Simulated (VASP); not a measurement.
# BiAs2 (P6/mmm) in VASP: a series of runs

The runs below take BiAs2 through single point, relaxation of cell and atoms, with PBE.

All numbers are computed with VASP 6.6.1; they aren't measurements. Logs are shortened: lines on timing, memory, paths and dates and some standing lists are left out, and cuts for length are marked.

### Step 1. The cell of the first run

It takes space group P6/mmm (No. 191, hexagonal). Conventional cell: a = 4.693 Å, b = 4.693 Å, c = 3.790 Å, α = 90.00°, β = 90.00°, γ = 120.00°. Bi (site symmetry 6/mmm) has 12 As at 3.31 Å and 2 Bi at 3.79 Å within 4.3 Å. As (site symmetry -6m2) has 3 As at 2.71 Å and 6 Bi at 3.31 Å within 3.6 Å.

### Step 2. Single point, PBE

INCAR

```
  PREC = Accurate
  ENCUT = 520
  EDIFF = 1E-6
  ISMEAR = 0
  SIGMA = 0.1
  LREAL = False
  LASPH = True
  NELM = 100
  ALGO = Normal
  ISIF = 2
  LWAVE = False
  LCHARG = True
  GGA = PE
  LELF = True
  LVHAR = True
  NBANDS = 20
```

KPOINTS

```
Automatic mesh
0
Gamma
  12 12 12
```

POSCAR

```
BiAs2
1.0
    4.6934001676      0.0000000000      0.0000000000
   -2.3467000838      4.0646037753      0.0000000000
    0.0000000000      0.0000000000      3.7901301439
Bi As
1 2
Direct
    0.0000000000      0.0000000000      0.0000000000
    0.3333333333      0.6666666667      0.5000000000
    0.6666666667      0.3333333333      0.5000000000
```

Potentials or basis: VASP PAW PBE potentials, release 64 (Bi_d, As).

On the command line:

```sh
cat potpaw_PBE.64/Bi_d/POTCAR potpaw_PBE.64/As/POTCAR > POTCAR
mpirun -np 1 vasp_std > vasp.out
```

OUTCAR:

```text
PREC = Accurate
   ENCUT = 520
   EDIFF = 1E-6
   ISMEAR = 0
   LREAL = False
   LASPH = True
   NELM = 100
   ISIF = 2
   GGA = PE

 ion  position               nearest neighbor table
   1  0.000  0.000  0.000-   2 3.31   3 3.31   2 3.31   3 3.31   3 3.31   3 3.31   2 3.31   2 3.31
                             3 3.31   3 3.31   2 3.31   2 3.31
   2  0.333  0.667  0.500-   3 2.71   3 2.71   3 2.71   1 3.31   1 3.31   1 3.31   1 3.31   1 3.31
                             1 3.31
   3  0.667  0.333  0.500-   2 2.71   2 2.71   2 2.71   1 3.31   1 3.31   1 3.31   1 3.31   1 3.31
                             1 3.31

  LATTYP: Found a hexagonal cell.
 ALAT       =     4.6934001676
 C/A-ratio  =     0.8075446390

  Lattice vectors:

 A1 = (   4.6934001676,   0.0000000000,   0.0000000000)
 A2 = (  -2.3467000838,   4.0646037753,   0.0000000000)
 A3 = (   0.0000000000,   0.0000000000,   3.7901301439)

Analysis of symmetry for initial positions (statically):
=====================================================================
 Subroutine PRICEL returns:
 Original cell was already a primitive cell.

 Routine SETGRP: Setting up the symmetry group for a
 hexagonal supercell.

 Subroutine GETGRP returns: Found 24 space group operations
 (whereof 24 operations were pure point group operations)
 out of a pool of 24 trial point group operations.

The static configuration has the point symmetry D_6h.

Analysis of symmetry for dynamics (positions and initial velocities):
=====================================================================
 Subroutine PRICEL returns:
 Original cell was already a primitive cell.

 Routine SETGRP: Setting up the symmetry group for a
 hexagonal supercell.

 Subroutine GETGRP returns: Found 24 space group operations
 (whereof 24 operations were pure point group operations)
 out of a pool of 24 trial point group operations.

The dynamic configuration has the point symmetry D_6h.

 Subroutine INISYM returns: Found 24 space group operations
 (whereof 24 operations are pure point group operations),
 and found     1 'primitive' translations

----------------------------------------------------------------------------------------

                                     Primitive cell

  volume of cell :      72.3036

  direct lattice vectors                    reciprocal lattice vectors
     4.693400168  0.000000000  0.000000000     0.213065148  0.123013220  0.000000000
    -2.346700084  4.064603775  0.000000000     0.000000000  0.246026441  0.000000000
     0.000000000  0.000000000  3.790130144     0.000000000  0.000000000  0.263843183

  length of vectors
     4.693400168  4.693400168  3.790130144     0.246026441  0.246026441  0.263843183

  position of ions in fractional coordinates (direct lattice)
     0.000000000  0.000000000  0.000000000
     0.333333333  0.666666667  0.500000000
     0.666666667  0.333333333  0.500000000

  ion indices of the primitive-cell ions
   primitive index   ion index
                 1           1
                 2           2
                 3           3

----------------------------------------------------------------------------------------

 KPOINTS: Automatic mesh

Automatic generation of k-mesh.
 Grid dimensions read from file:
 generate k-points for:   12   12   12

 Generating k-lattice:

  Cartesian coordinates                     Fractional coordinates (reciprocal lattice)
     0.017755429  0.010251102  0.000000000     0.083333333  0.000000000  0.000000000
     0.000000000  0.020502203  0.000000000     0.000000000  0.083333333  0.000000000
     0.000000000  0.000000000  0.021986932     0.000000000  0.000000000  0.083333333

  Length of vectors
     0.020502203  0.020502203  0.021986932

  Shift w.r.t. Gamma in fractional coordinates (k-lattice)
     0.000000000  0.000000000  0.000000000

 Subroutine IBZKPT returns following result:
 ===========================================

 Found    133 irreducible k-points:

 Following reciprocal coordinates:
            Coordinates               Weight
  0.000000  0.000000  0.000000      1.000000
  0.083333  0.000000  0.000000      6.000000
  0.166667  0.000000  0.000000      6.000000
  0.250000  0.000000  0.000000      6.000000
  0.333333  0.000000  0.000000      6.000000
  0.416667  0.000000  0.000000      6.000000
[... 16 lines left out ...]
  0.250000  0.000000  0.083333     12.000000
  0.333333  0.000000  0.083333     12.000000
 [... further k-points ...]
   k-points           NKPTS =    133   k-points in BZ     NKDIM =    133   number of bands    NBANDS=     20
   number of dos      NEDOS =    301   number of ions     NIONS =      3
   total plane-waves  NPLWV =  36288
   dimension x,y,z NGX =    36 NGY =   36 NGZ =   28
   dimension x,y,z NGXF=    72 NGYF=   72 NGZF=   56
   ions per type =               1   2
   NGX,Y,Z   is equivalent  to a cutoff of  12.75, 12.75, 12.28 a.u.
   NGXF,Y,Z  is equivalent  to a cutoff of  25.50, 25.50, 24.56 a.u.
 SYSTEM =  unknown system
   PREC   = accura    normal or accurate (medium, high low for compatibility)
   ISTART =      0    job   : 0-new  1-cont  2-samecut
   ICHARG =      2    charge: 1-file 2-atom 10-const
   ISPIN  =      1    spin polarized calculation?
   LNONCOLLINEAR =      F non collinear calculations
   LSORBIT =      F    spin-orbit coupling
   LASPH  =      T    aspherical Exc in radial PAW
   ENCUT  =  520.0 eV  38.22 Ry    6.18 a.u.   8.73  8.73  7.05*2*pi/ulx,y,z
   NELM   =    100;   NELMIN=  2; NELMDL= -5     # of ELM steps
   EDIFF  = 0.1E-05   stopping-criterion for ELM
   LREAL  =      F    real-space projection
   EDIFFG = 0.1E-04   stopping-criterion for IOM
   NSW    =      0    number of steps for IOM
   IBRION =     -1    ionic relax: 0-MD 1-quasi-New 2-CG
   NFREE  =      0    steps in history (QN), initial steepest desc. (CG)
   ISIF   =      2    stress and relaxation
   ISYM   =      2    0-nonsym 1-usesym 2-fastsym
   POTIM  = 0.5000    time-step for ionic-motion
   TEBEG  =    0.0;   TEEND  =   0.0 temperature during run
   PSTRESS=    0.0 pullay stress
   NELECT =      25.0000    total number of electrons
   NUPDOWN=      -1.0000    fix difference up-down
   EMIN   =  10.00;   EMAX   =-10.00  energy-range for DOS
   EFERMI =   0.00;   METHOD = LEGACY
   ISMEAR =     0;   SIGMA  =   0.10  broadening in eV -4-tet -1-fermi 0-gaus
   EFERMI_NEDOS =   21; number of points for ismear=-14 and -15
   IALGO  =     38    algorithm
   IMIX   =      4    mixing-type and parameters
     AMIX     =   0.40;   BMIX     =  1.00
     AMIX_MAG =   1.60;   BMIX_MAG =  1.00
  volume/ion in A,a.u.               =      24.10       162.64
  Fermi-wavevector in a.u.,A,eV,Ry     =   1.149039  2.171369 17.963652  1.320291
  Thomas-Fermi vector in A             =   2.285711
   LORBIT       =      0    0 simple, 1 ext, 2 COOP (PROOUT), +10 PAW based schemes
   GGA     = PE    functional components
   LHFCALC =     F    Hartree Fock is set to
   AEXX    =    0.0000 exact exchange contribution
   IVDW    =     0    specifies the selected vdW correction
   LEPSILON=     F    determine dielectric tensor
   LRPA    =     F    only Hartree local field effects (RPA)
 non-spin polarized calculation
 Gauss-broadening in eV      SIGMA  =   0.10
  energy-cutoff  :      520.00
  volume of cell :       72.30
 maximum number of plane-waves:      1970
 NGX is ok and might be reduce to    36

 number of electron      25.0000011 magnetization

 Free energy of the ion-electron system (eV)
  ---------------------------------------------------
  ext. energy  EPLUGINS =         0.00000000
  ---------------------------------------------------
  free energy    TOTEN  =       -12.20525537 eV

  energy without entropy =      -12.19371503  energy(sigma->0) =      -12.19948520

 E-fermi :   6.6362     XC(G=0): -10.3163

 val. band max:        6.6356363267   @ k =   0.1667   0.1667   0.0000
 cond. band min:       6.6455408700   @ k =   0.3333   0.0000   0.3333
 fundamental gap:      0.0099045433
 Fermi energy:         6.6362123335

 k-point     1 :       0.0000    0.0000    0.0000
  band No.  band energies     occupation
      1     -16.5506      2.00000
      2     -16.5298      2.00000
      3     -16.5298      2.00000
      4     -16.5116      2.00000
      5     -16.5116      2.00000
      6      -7.6775      2.00000
[... 12 lines left out ...]
     19      15.8141      0.00000
     20      15.8141      0.00000

 k-point     2 :       0.0833    0.0000    0.0000
  band No.  band energies     occupation
      1     -16.5504      2.00000
      2     -16.5299      2.00000
      3     -16.5293      2.00000
      4     -16.5118      2.00000
      5     -16.5117      2.00000
      6      -7.6174      2.00000
[... 12 lines left out ...]
     19      15.6574      0.00000
     20      15.7390      0.00000

 k-point     3 :       0.1667    0.0000    0.0000
  band No.  band energies     occupation
      1     -16.5499      2.00000
      2     -16.5302      2.00000
      3     -16.5281      2.00000
      4     -16.5124      2.00000
      5     -16.5118      2.00000
      6      -7.4376      2.00000
[... 12 lines left out ...]
     19      15.0252      0.00000
     20      15.3547      0.00000

 k-point     4 :       0.2500    0.0000    0.0000
  band No.  band energies     occupation
      1     -16.5493      2.00000
      2     -16.5305      2.00000
      3     -16.5263      2.00000
      4     -16.5131      2.00000
      5     -16.5119      2.00000
      6      -7.1392      2.00000
[... 429 lines left out ...]
 k-point    23 :       0.2500    0.0000    0.0833
  band No.  band energies     occupation
      1     -16.5450      2.00000
      2     -16.5302      2.00000
      3     -16.5261      2.00000
      4     -16.5148      2.00000
      5     -16.5134      2.00000
      6      -7.0815      2.00000
[... 12 lines left out ...]
     19      14.6495      0.00000
     20      14.9504      0.00000

 k-point    24 :       0.3333    0.0000    0.0833
  band No.  band energies     occupation
      1     -16.5444      2.00000
      2     -16.5304      2.00000
      3     -16.5244      2.00000
      4     -16.5156      2.00000
      5     -16.5136      2.00000
      6      -6.6685      2.00000
[... 12 lines left out ...]
     19      13.9557      0.00000
     20      14.5313      0.00000

 [... further k-points ...]

------------------------ aborting loop because EDIFF is reached ----------------------------------------

  FORCE on cell =-STRESS in cart. coord.  units (eV):
  Direction    XX          YY          ZZ          XY          YZ          ZX
  --------------------------------------------------------------------------------------
  -------------------------------------------------------------------------------------
  Total        0.0292711      0.0292711     -0.0031622      0.0000000      0.0000000      0.0000000
  in kB        0.6486183      0.6486183     -0.0700708      0.0000000      0.0000000      0.0000000
  external PRESSURE =       0.4090553 kB  Pullay stress =       0.0000000 kB

 VOLUME and BASIS-vectors are now :
 -----------------------------------------------------------------------------
  energy-cutoff  :      520.00
  volume of cell :       72.30
      direct lattice vectors                 reciprocal lattice vectors
     4.693400168  0.000000000  0.000000000     0.213065148  0.123013220  0.000000000
    -2.346700084  4.064603775  0.000000000     0.000000000  0.246026441  0.000000000
     0.000000000  0.000000000  3.790130144     0.000000000  0.000000000  0.263843183

 POSITION                                       TOTAL-FORCE (eV/Angst)
 -----------------------------------------------------------------------------------
      0.00000      0.00000      0.00000        -0.000000      0.000000      0.000000
     -0.00000      2.70974      1.89507        -0.000000      0.000000     -0.000000
      2.34670      1.35487      1.89507         0.000000     -0.000000      0.000000
 -----------------------------------------------------------------------------------
    total drift:                                0.000000     -0.000000     -0.000000

  FREE ENERGIE OF THE ION-ELECTRON SYSTEM (eV)
  ---------------------------------------------------
  free  energy   TOTEN  =       -12.2052553733 eV

  energy  without entropy=      -12.1937150317  energy(sigma->0) =      -12.19948520
```

Run time: 1.7 min. Hardware: 1 thread of Intel Xeon Platinum 8259CL at 2.50GHz (Skylake/Cascade Lake), shared host; peak memory 0.31 GiB.

What came out:

```
Free energy : -12.2053 eV
Pressure    : 0.0 GPa
```

Caveat: spin-orbit coupling is left out, which moves the levels of the heavy elements.

### Step 3. Relaxation of cell and atoms, PBE

This run uses another cell than the first one, of 24.66 Å³/atom, 1.023 times its volume.

INCAR

```
PREC = Accurate ; ENCUT = 600
EDIFF = 1E-6 ; ISMEAR = 0
SIGMA = 0.1 ; LREAL = False
LASPH = True ; NELM = 100
ALGO = Normal ; ISIF = 3
LWAVE = False ; LCHARG = False
GGA = PE ; IBRION = 2
NSW = 100 ; EDIFFG = -0.01
```

KPOINTS

```
regular mesh
0
Gamma
  12 12 12
```

POSCAR

```
BiAs2
1.0
    4.6007734727      0.0000000000      0.0000000000
   -2.3003867363      3.9843867044      0.0000000000
    0.0000000000      0.0000000000      4.0356169984
Bi As
1 2
Direct
    0.0000000000      0.0000000000      0.0000000000
    0.3333333333      0.6666666667      0.5000000000
    0.6666666667      0.3333333333      0.5000000000
```

Potentials or basis: VASP PAW PBE potentials, release 64 (Bi_d, As).

On the command line:

```sh
cat potpaw_PBE.64/Bi_d/POTCAR potpaw_PBE.64/As/POTCAR > POTCAR
mpirun -np 1 vasp_std > vasp.out
```

It took 15 min on 1 thread of Intel Xeon Platinum 8259CL at 2.50GHz (Skylake/Cascade Lake), shared host; peak memory 0.39 GiB.

The run converged. Its results:

```yaml
Free_energy: -12.2053 eV
Relaxed_volume: 24.14 Å³/atom
Relaxed_cell: a = 4.695 Å, b = 4.695 Å, c = 3.794 Å, α = 90.00°, β = 90.00°, γ = 120.00°
Space_group_after_relaxing_to_0.05_Å: P6/mmm (No. 191)
Energy_gained_by_relaxing: 11.6 meV/atom
Ionic_steps: 15
Pressure_after_relaxing: 0.0 GPa
```

The path:
```
step  energy change (eV)  largest force (eV/Å)  pressure (GPa)  volume (Å³)
   1              0.0000                0.0000            0.18        73.98
   2             -0.0163                0.0000           -0.51        74.27
   3             -0.0237                0.0000           -1.32        74.61
   4             -0.0334                0.0000           -0.38        73.08
   5             -0.0345                0.0000           -0.03        72.51
   6             -0.0345                0.0000            0.09        72.33
   7             -0.0345                0.0000            0.10        72.37
   8             -0.0345                0.0000            0.04        72.44
   9             -0.0346                0.0000           -0.03        72.49
  10             -0.0346                0.0000           -0.05        72.52
  11             -0.0345                0.0000           -0.14        72.59
  12             -0.0346                0.0000           -0.10        72.54
  13             -0.0346                0.0000           -0.08        72.53
  14             -0.0346                0.0000           -0.08        72.50
  15             -0.0347                0.0000           -0.05        72.43
```

Final structure:
```cif
data_structure
_symmetry_space_group_name_H-M 'P 1'
_symmetry_Int_Tables_number 1
_cell_length_a 4.6953
_cell_length_b 4.6953
_cell_length_c 3.7938
_cell_angle_alpha 90.000
_cell_angle_beta 90.000
_cell_angle_gamma 120.000
_cell_volume 72.43
loop_
_atom_site_label
_atom_site_type_symbol
_atom_site_fract_x
_atom_site_fract_y
_atom_site_fract_z
_atom_site_occupancy
Bi1 Bi 0.00000 0.00000 0.00000 1
As1 As 0.33333 0.66667 0.50000 1
As2 As 0.66667 0.33333 0.50000 1
```

Levels at points of the mesh, in eV from the Fermi level:
```
           k point  band 10  band 11  band 12  band 13  band 14  band 15  band 16
(0.00, 0.00, 0.00)    -3.78    -2.62    -2.62    -2.62     2.49     3.20     4.28
(0.50, 0.00, 0.00)    -0.93    -0.63    -0.22    -0.03     2.01     2.46     2.51
(0.00, 0.00, 0.50)    -3.34    -2.40    -1.20    -0.13     0.04     0.04     0.22
(0.50, 0.00, 0.50)    -4.40    -4.21    -1.87    -0.89     2.27     2.67     3.49
```

Caveat: spin-orbit coupling is left out, which moves the levels of the heavy elements.

### Step 4. Single point, PBE

This run uses another cell than the first one: it holds 6 atoms, not 3.

INCAR

```
ALGO = Normal ; EDIFF = 1E-7
ENCUT = 520 ; GGA = PE
ISIF = 2 ; ISMEAR = 0
LASPH = T ; LCHARG = F
LREAL = F ; LWAVE = F
NBANDS = 34 ; NELM = 100
PREC = Accurate ; SIGMA = 0.2
```

KPOINTS

```
k-points
0
Gamma
  6 6 4
```

POSCAR

```
BiAs2
1.0
    4.6934001676      0.0000000000      0.0000000000
   -2.3467000838      4.0646037753      0.0000000000
    0.0000000000      0.0000000000      7.5802602877
Bi As
2 4
Direct
    1.0000000000      0.0000000000      0.0000000000
    1.0000000000      0.0000000000      0.5000000000
    0.3333333333      0.6666666667      0.2500000000
    0.3333333333      0.6666666667      0.7500000000
    0.6666666667      0.3333333333      0.2500000000
    0.6666666667      0.3333333333      0.7500000000
```

On the command line:

```sh
cat potpaw_PBE.64/Bi_d/POTCAR potpaw_PBE.64/As/POTCAR > POTCAR
mpirun -np 1 vasp_std > vasp.out
```

Run time: 90 s. Hardware: 1 thread of Intel Xeon Platinum 8259CL at 2.50GHz (Skylake/Cascade Lake), shared host; peak memory 0.29 GiB.

Results (log left out):

- Free energy: -24.3677 eV
- Pressure: 0.1 GPa
- Band gap on the k mesh: zero (band 25 reaches 7.29 eV, above the bottom of band 26 at 4.72 eV)

Levels at points of the mesh, in eV from the Fermi level:
```
           k point  band 24  band 25  band 26  band 27  band 28  band 29
(0.00, 0.00, 0.00)    -2.43    -1.26    -0.15     0.02     0.02     0.16
(0.50, 0.00, 0.00)    -0.66    -0.25    -0.05     1.98     2.22     2.43
(0.00, 0.00, 0.50)    -1.95    -1.95    -1.95     0.98     0.98     1.31
(0.50, 0.00, 0.50)    -0.63     0.62     0.62     1.90     1.90     1.98
```

Caveat: spin-orbit coupling is left out, which moves the levels of the heavy elements.

### Step 5. Overview

```csv
task,cell,k mesh,cutoff (eV),smearing,gap on the mesh (eV),pressure (GPa)
single point,"a = 4.693, b = 4.693, c = 3.790 Å, angles 90.0, 90.0, 120.0°, 3 atoms",12 × 12 × 12,520,gaussian 0.1 eV,none,0.0
relaxation of cell and atoms,"relaxed from a = 4.601, b = 4.601, c = 4.036 Å, angles 90.0, 90.0, 120.0°, 3 atoms",12 × 12 × 12,600,gaussian 0.1 eV,none,0.0
single point,"a = 4.693, b = 4.693, c = 7.580 Å, angles 90.0, 90.0, 120.0°, 6 atoms",6 × 6 × 4,520,gaussian 0.2 eV,none,0.1
```

Alike in all rows: level PBE; potentials or basis VASP PAW PBE potentials, release 64 (Bi_d, As); no spin polarisation.

Caveats: spin-orbit coupling is left out, which moves the levels of the heavy elements.

Total energies depend on the potentials used, so only differences within one code and one set of settings carry meaning.
